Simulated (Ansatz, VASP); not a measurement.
# One calculation of MgO, two programs

File INCAR:

```
PREC = Accurate
ENCUT = 520
EDIFF = 1E-7
ISMEAR = 0
SIGMA = 0.01
LREAL = F
LASPH = T
NELM = 80
ALGO = Normal
ISIF = 2
LWAVE = F
LCHARG = F
GGA = PS
NBANDS = 11
```

The input KPOINTS:

```
regular mesh
0
Gamma
  8 8 8
```

POSCAR

```
MgO
1.0
    2.9818690000      0.0000000000      0.0000000000
    1.4909345000      2.5823743048      0.0000000000
    1.4909345000      0.8607914349      2.4346858433
Mg O
1 1
Direct
    0.0000000000      0.0000000000      0.0000000000
    0.5000000000      0.5000000000      0.5000000000
```

Input for Ansatz:

```yaml
crystal:
  lattice:
    a: 2.981869
    b: 2.981869
    c: 2.981869
    alpha: 60.0
    beta: 60.0
    gamma: 60.0
  atoms:
    - { symbol: Mg, position: [0.0, 0.0, 0.0] }
    - { symbol: O, position: [0.5, 0.5, 0.5] }
basis:
  ecutwfc: 462.593566181796
kpoints:
  mp_grid:
    grid: [8, 8, 8]
hamiltonian:
  xc: pbesol
scf:
  occupations:
    method: fixed
output:
  stress: true
```

Alike in both runs: task single point; functional PBEsol; k mesh 8 × 8 × 8; no spin polarisation.

|  | VASP | Ansatz |
| --- | --- | --- |
| version | VASP 6.6.1 | Ansatz 0.2.0 |
| potentials or method | VASP PAW PBE potentials, release 64 (Mg, O), cutoff 520 eV | plane waves, PAW |
| occupations | gaussian, width 0.01 eV | fixed |
| valence electrons in the cell | 8 | 16 |

```csv
,VASP,Ansatz,Ansatz less VASP
pressure (GPa),-0.8,-0.3,+0.55
```

VASP's potentials were made for PBE, not for PBEsol. VASP's potentials hold 8 valence electrons a cell and Ansatz's 16, so a difference there can come from the potentials and not from the codes.
